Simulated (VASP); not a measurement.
## SrLiH3: single point with PBE

The system is SrLiH3.

```
Li Sr H
1.0
     4.86233    0.00000    0.00000
     0.00000    4.86233    0.00000
     0.00000    0.00000    4.39925
Li Sr H
1 1 3
Direct
  0.00000 0.00000 0.00000
  0.50000 0.50000 0.50000
  0.00000 0.50000 0.50000
  0.50000 0.00000 0.50000
  0.50000 0.50000 0.00000
```

This cell differs from its parent crystal: strain +0.050 along x and y, -0.050 along z.

```
Program                : VASP 6.6.1
Task                   : single point
Functional             : PBE
Potentials or basis    : VASP PAW PBE potentials, release 64 (Li_sv, Sr_sv, H)
Cutoff                 : 520 eV
k mesh                 : 6 × 6 × 6
Occupations            : gaussian, width 0.05 eV
Spin                   : no spin polarisation
Dipole correction      : no
Further INCAR settings : ALGO = Normal; EDIFF = 1e-06; NBANDS = 16
```

The band gap on the k mesh is 1.41 eV (least direct gap 2.06 eV).

Levels at points of the mesh, in eV from the valence-band top:
```
           k point  band 4  band 5  band 6  band 7  band 8  band 9  band 10  band 11  band 12  band 13
(0.00, 0.00, 0.00)  -15.28  -15.20   -3.22   -1.19   -1.07    4.53     4.53     4.74     5.60     6.33
(0.50, 0.00, 0.00)  -15.28  -15.20   -2.47   -1.25   -1.06    3.52     4.05     4.97     5.47     6.95
(0.50, 0.50, 0.00)  -15.34  -15.20   -1.77   -0.87   -0.87    1.41     5.21     5.21     5.59     5.82
(0.00, 0.00, 0.50)  -15.27  -15.27   -2.25   -0.86   -0.70    3.50     4.21     4.21     5.81     6.63
(0.50, 0.00, 0.50)  -15.34  -15.27   -1.42   -0.72   -0.33    1.73     4.55     4.67     5.07     5.28
(0.50, 0.50, 0.50)  -15.33  -15.33   -0.36   -0.36    0.00    2.21     2.29     2.29     4.09     5.88
```

Run time: 23 s on 1 thread of Intel(R) Xeon(R) 6975P-C (Granite Rapids) (shared host), peak memory 0.24 GiB.

Caveat: the cell differs from its parent crystal (strain +0.050 along x and y, -0.050 along z). A k mesh can miss the band edges.
